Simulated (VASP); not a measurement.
# TiRuC4N4 (P-43m) in VASP: further runs, part 2 of 2

VASP 6.6.1. The steps go on from the part before.

## (3) Single point, PBE, collinear spin, ferromagnetic start

This run uses another cell than the first one, of 20.37 Å³/atom, 1.025 times its volume.

File INCAR:

```
ALGO = Normal
EDIFF = 1E-6
ENCUT = 520
GGA = PE
ISIF = 2
ISMEAR = 0
ISPIN = 2
LASPH = T
LCHARG = T
LELF = T
LMAXMIX = 4
LORBIT = 11
LREAL = F
LVHAR = T
LWAVE = F
MAGMOM = -1 -1 0 0 0 0 0 0 0 0
NBANDS = 46
NELM = 150
PREC = Accurate
SIGMA = 0.1
```

File KPOINTS:

```
k-points
0
Gamma
  4 4 4
```

File POSCAR:

```
TiRuC4N4
1.0
    5.8843539400      0.0000000000      0.0000000000
    0.0000000000      5.8843539400      0.0000000000
    0.0000000000      0.0000000000      5.8843539400
Ti Ru C N
1 1 4 4
Direct
    0.5000000000      0.5000000000      0.5000000000
    0.0000000000      0.0000000000      0.0000000000
    0.1860282600      0.1860282600      0.1860282600
    0.1860282600      0.8139717400      0.8139717400
    0.8139717400      0.1860282600      0.8139717400
    0.8139717400      0.8139717400      0.1860282600
    0.3008241800      0.3008241800      0.3008241800
    0.3008241800      0.6991758200      0.6991758200
    0.6991758200      0.3008241800      0.6991758200
    0.6991758200      0.6991758200      0.3008241800
```

Potentials or basis: VASP PAW PBE potentials, release 64 (Ti_sv, Ru_pv, C, N).

Command:

```
$ cat potpaw_PBE.64/Ti_sv/POTCAR potpaw_PBE.64/Ru_pv/POTCAR potpaw_PBE.64/C/POTCAR potpaw_PBE.64/N/POTCAR > POTCAR
$ mpirun -np 1 vasp_std > vasp.out
```

OUTCAR:

```text
EDIFF = 1E-6
   ENCUT = 520
   GGA = PE
   ISIF = 2
   ISMEAR = 0
   ISPIN = 2
   LASPH = T
   LORBIT = 11
   LREAL = F
   NELM = 150
   PREC = Accurate

 ion  position               nearest neighbor table
   1  0.500  0.500  0.500-   7 2.03   8 2.03   9 2.03  10 2.03
   2  0.000  0.000  0.000-   3 1.90   4 1.90   5 1.90   6 1.90
   3  0.186  0.186  0.186-   7 1.17   2 1.90
   4  0.186  0.814  0.814-   8 1.17   2 1.90
   5  0.814  0.186  0.814-   9 1.17   2 1.90
   6  0.814  0.814  0.186-  10 1.17   2 1.90
   7  0.301  0.301  0.301-   3 1.17   1 2.03
   8  0.301  0.699  0.699-   4 1.17   1 2.03
   9  0.699  0.301  0.699-   5 1.17   1 2.03
  10  0.699  0.699  0.301-   6 1.17   1 2.03

  LATTYP: Found a simple cubic cell.
 ALAT       =     5.8843539400

  Lattice vectors:

 A1 = (   5.8843539400,   0.0000000000,   0.0000000000)
 A2 = (   0.0000000000,   5.8843539400,   0.0000000000)
 A3 = (   0.0000000000,   0.0000000000,   5.8843539400)

Analysis of symmetry for initial positions (statically):
=====================================================================
 Subroutine PRICEL returns:
 Original cell was already a primitive cell.

 Routine SETGRP: Setting up the symmetry group for a
 simple cubic supercell.

 Subroutine GETGRP returns: Found 24 space group operations
 (whereof 24 operations were pure point group operations)
 out of a pool of 48 trial point group operations.

The static configuration has the point symmetry T_d .

Analysis of symmetry for dynamics (positions and initial velocities):
=====================================================================
 Subroutine PRICEL returns:
 Original cell was already a primitive cell.

 Routine SETGRP: Setting up the symmetry group for a
 simple cubic supercell.

[... 643 lines left out ...]
      2     -43.0987      1.00000
      3     -43.0987      1.00000
      4     -43.0987      1.00000
      5     -34.1061      1.00000
      6     -34.1061      1.00000
[... 449 lines left out ...]
     42       5.6631      0.00000
     43       5.6631      0.00000
 [bands above 43 left out]

------------------------ aborting loop because EDIFF is reached ----------------------------------------

  FORCE on cell =-STRESS in cart. coord.  units (eV):
  Direction    XX          YY          ZZ          XY          YZ          ZX
  --------------------------------------------------------------------------------------
  -------------------------------------------------------------------------------------
  Total        3.0721315      3.0721315      3.0721315      0.0000000      0.0000000      0.0000000
  in kB       24.1576131     24.1576131     24.1576131      0.0000000      0.0000000      0.0000000
  external PRESSURE =      24.1576131 kB  Pullay stress =       0.0000000 kB

 VOLUME and BASIS-vectors are now :
 -----------------------------------------------------------------------------
  energy-cutoff  :      520.00
  volume of cell :      203.75
      direct lattice vectors                 reciprocal lattice vectors
     5.884353940  0.000000000  0.000000000     0.169942191  0.000000000  0.000000000
     0.000000000  5.884353940  0.000000000     0.000000000  0.169942191  0.000000000
     0.000000000  0.000000000  5.884353940     0.000000000  0.000000000  0.169942191

 POSITION                                       TOTAL-FORCE (eV/Angst)
 -----------------------------------------------------------------------------------
      2.94218      2.94218      2.94218         0.000000      0.000000     -0.000000
      0.00000      0.00000      0.00000         0.000000      0.000000     -0.000000
      1.09466      1.09466      1.09466        -1.371323     -1.371323     -1.371323
      1.09466      4.78970      4.78970        -1.371323      1.371323      1.371323
      4.78970      1.09466      4.78970         1.371323     -1.371323      1.371323
      4.78970      4.78970      1.09466         1.371323      1.371323     -1.371323
      1.77016      1.77016      1.77016         2.569357      2.569357      2.569357
      1.77016      4.11420      4.11420         2.569357     -2.569357     -2.569357
      4.11420      1.77016      4.11420        -2.569357      2.569357     -2.569357
      4.11420      4.11420      1.77016        -2.569357     -2.569357      2.569357
 -----------------------------------------------------------------------------------
    total drift:                                0.000000      0.000000      0.000000

  FREE ENERGIE OF THE ION-ELECTRON SYSTEM (eV)
  ---------------------------------------------------
  free  energy   TOTEN  =       -84.8136896062 eV

  energy  without entropy=      -84.7771744091  energy(sigma->0) =      -84.79543201

 total charge

# of ion       s       p       d       tot
------------------------------------------
    1        2.181   6.157   1.766  10.104
    2        0.459   6.468   6.072  12.999
    3        0.958   1.646   0.000   2.604
    4        0.958   1.646   0.000   2.604
    5        0.958   1.646   0.000   2.604
    6        0.958   1.646   0.000   2.604
    7        1.296   2.632   0.000   3.928
    8        1.296   2.632   0.000   3.928
    9        1.296   2.632   0.000   3.928
   10        1.296   2.632   0.000   3.928
--------------------------------------------------
tot         11.655  29.736   7.838  49.229

 magnetization (x)

# of ion       s       p       d       tot
------------------------------------------
    1       -0.001  -0.005  -0.102  -0.108
    2       -0.002  -0.114  -0.556  -0.671
    3       -0.009  -0.017   0.000  -0.026
    4       -0.009  -0.017   0.000  -0.026
    5       -0.009  -0.017   0.000  -0.026
    6       -0.009  -0.017   0.000  -0.026
    7       -0.004  -0.061   0.000  -0.065
    8       -0.004  -0.061   0.000  -0.065
    9       -0.004  -0.061   0.000  -0.065
   10       -0.004  -0.061   0.000  -0.065
--------------------------------------------------
tot         -0.056  -0.433  -0.658  -1.147
```

stdout:

```text
POSCAR found type information on POSCAR TiRuC N
 POSCAR found :  4 types and      10 ions
 scaLAPACK will be used
 LDA part: xc-table for (Slater+PW92), standard interpolation
 POSCAR, INCAR and KPOINTS ok, starting setup
 FFT: planning ... GRIDC
 FFT: planning ... GRID_SOFT
 FFT: planning ... GRID
 WAVECAR not read
 entering main loop
```

Wall time 4 min (1 thread of Intel Xeon 6975P-C, shared host); peak memory 0.49 GiB.

Results:

- Free energy: -84.8137 eV
- Pressure: 2.4 GPa
- Largest force: 4.450 eV/Å
- Net moment: -1.83 μB per cell
- Site moments: Ti -0.11; Ru -0.67; C -0.03; N -0.07 μB
- Valence electrons inside the program's atomic spheres: Ti 10.10; Ru 13.00; C 2.60; N 3.93

Forces in eV/Å, atoms in the order of the input:
```
Ti   0.000  0.000  0.000
Ru   0.000  0.000  0.000
C   -1.371 -1.371 -1.371
C   -1.371  1.371  1.371
C    1.371 -1.371  1.371
C    1.371  1.371 -1.371
N    2.569  2.569  2.569
N    2.569 -2.569 -2.569
N   -2.569  2.569 -2.569
N   -2.569 -2.569  2.569
```

Levels at points of the mesh, in eV from the Fermi level:
Spin up:
```
           k point  band 27  band 28  band 29  band 30  band 31  band 32  band 33  band 34
(0.00, 0.00, 0.00)    -4.15    -1.98    -1.98     0.04     0.04     0.04     0.92     0.92
(0.50, 0.00, 0.00)    -4.26    -1.81    -1.49    -0.41     0.19     0.19     0.51     1.46
(0.50, 0.50, 0.00)    -4.25    -1.76    -1.50    -0.32     0.41     0.41     0.48     1.53
(0.50, 0.50, 0.50)    -4.01    -1.96    -1.96     0.36     0.36     0.36     0.94     0.94
```
Spin down:
| k point | band 28 | band 29 | band 30 | band 31 | band 32 | band 33 | band 34 | band 35 | band 36 | band 37 |
| --- | --- | --- | --- | --- | --- | --- | --- | --- | --- | --- |
| (0.00, 0.00, 0.00) | -2.25 | -2.25 | -0.38 | -0.38 | -0.38 | 0.79 | 0.79 | 1.60 | 1.60 | 1.60 |
| (0.50, 0.00, 0.00) | -2.09 | -1.76 | -0.74 | -0.25 | -0.25 | 0.40 | 1.17 | 1.60 | 1.69 | 1.69 |
| (0.50, 0.50, 0.00) | -2.03 | -1.77 | -0.64 | -0.06 | -0.06 | 0.37 | 1.22 | 1.52 | 1.52 | 1.63 |
| (0.50, 0.50, 0.50) | -2.23 | -2.23 | -0.09 | -0.09 | -0.09 | 0.81 | 0.81 | 1.56 | 1.56 | 1.56 |

Caveat: forces of over 1 eV/Å act on the atoms, so gaps and moduli don't describe the material at rest.
